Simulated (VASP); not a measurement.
Runs of VASP 6.6.1 on MgO. The structure is that of space group Fm-3m (No. 225), or close to it. The cells are those of the table. 

| task | level | cell | k mesh | smearing | gap on the mesh (eV) | pressure (GPa) |
| --- | --- | --- | --- | --- | --- | --- |
| single point | PBE | a = 2.988, b = 2.988, c = 2.973 Å, angles 60.2, 60.2, 59.7°, 2 atoms | 10 × 10 × 10 | fermi-dirac 0.02 eV | 4.67 | 3.2 |
| single point | PBE | a = 3.003, b = 3.003, c = 2.973 Å, angles 60.3, 60.3, 59.3°, 2 atoms | 10 × 10 × 10 | fermi-dirac 0.02 eV | 4.56 | 1.7 |
| single point | r2SCAN | a = 2.988, b = 2.988, c = 2.973 Å, angles 60.2, 60.2, 59.7°, 2 atoms | 10 × 10 × 10 | gaussian 0.01 eV | 5.54 | (a) |
| dielectric tensor | r2SCAN | a = 2.943, b = 2.943, c = 2.973 Å, angles 59.7, 59.7, 60.7°, 2 atoms | 8 × 8 × 8 | gaussian 0.01 eV | 5.85 | - |
| single point | r2SCAN | a = 2.943, b = 2.943, c = 2.973 Å, angles 59.7, 59.7, 60.7°, 2 atoms | 10 × 10 × 10 | gaussian 0.01 eV | 5.85 | (b) |
| single point | r2SCAN | a = 2.914, b = 2.914, c = 2.973 Å, angles 59.3, 59.3, 61.3°, 2 atoms | 10 × 10 × 10 | gaussian 0.01 eV | 6.04 | 6.9 |
| single point | PBE | a = 2.958, b = 2.958, c = 2.973 Å, angles 59.8, 59.8, 60.3°, 2 atoms | 10 × 10 × 10 | fermi-dirac 0.02 eV | (c) | 6.7 |
| dielectric tensor | r2SCAN | a = 2.958, b = 2.958, c = 2.973 Å, angles 59.8, 59.8, 60.3°, 2 atoms | 8 × 8 × 8 | gaussian 0.01 eV | 5.75 | - |

Alike in all rows: potentials or basis VASP PAW PBE potentials, release 64 (Mg, O); no spin polarisation; cutoff (eV) 520.

Question: Estimate the missing entries.

Answer: (a) -2.7; (b) 2.5; (c) 4.87.

Caveats: the PAW data sets were made with another functional, which shifts forces and pressure a little (at least some runs); the cell stands under pressure (at least some runs).

